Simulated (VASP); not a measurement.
Crystal: MnSb.

```
Mn Sb
1.0
     3.30803    0.00000    0.00000
     0.00000    3.30803    0.00000
     0.00000    0.00000    3.30803
Mn Sb
1 1
Direct
  0.00000 0.00000 0.00000
  0.50000 0.50000 0.50000
```

* Program: VASP 6.6.1
* Task: relaxation of cell and atoms
* Functional: PBE
* Potentials or basis: VASP PAW PBE potentials, release 64 (Mn_pv, Sb)
* Cutoff: 600 eV
* k mesh: 12 × 12 × 12
* Occupations: gaussian, width 0.1 eV
* Spin: collinear spin
* Starting moments: [3.44, -0.11] μB

At the start: pressure 3.4 GPa; volume 18.10 Å³/atom.

Problem. Where does the relaxation end?

Solution. Over 3 steps the energy falls by 8.8 meV/atom and the volume is 19.02 Å³/atom (+5.1 %); space group Pm-3m (No. 221, to 0.1 Å) before and after; moment 3.13 μB per cell.

The path:
| step | energy change (eV) | largest force (eV/Å) | pressure (GPa) | volume (Å³) |
| --- | --- | --- | --- | --- |
| 1 | 0.0000 | 0.0000 | 3.37 | 36.20 |
| 2 | -0.0174 | 0.0000 | -0.23 | 38.23 |
| 3 | -0.0176 | 0.0000 | -0.04 | 38.05 |

Final structure:
```yaml
crystal:
  lattice:
    - [3.36341, 0.00000, 0.00000]
    - [0.00000, 3.36341, 0.00000]
    - [0.00000, 0.00000, 3.36341]
  atoms:
    - { symbol: Mn, position: [0.00000, 0.00000, 0.00000] }
    - { symbol: Sb, position: [0.50000, 0.50000, 0.50000] }
```

Caveat: a cell with one magnetic atom can't hold antiferromagnetic order, which such compounds often take.
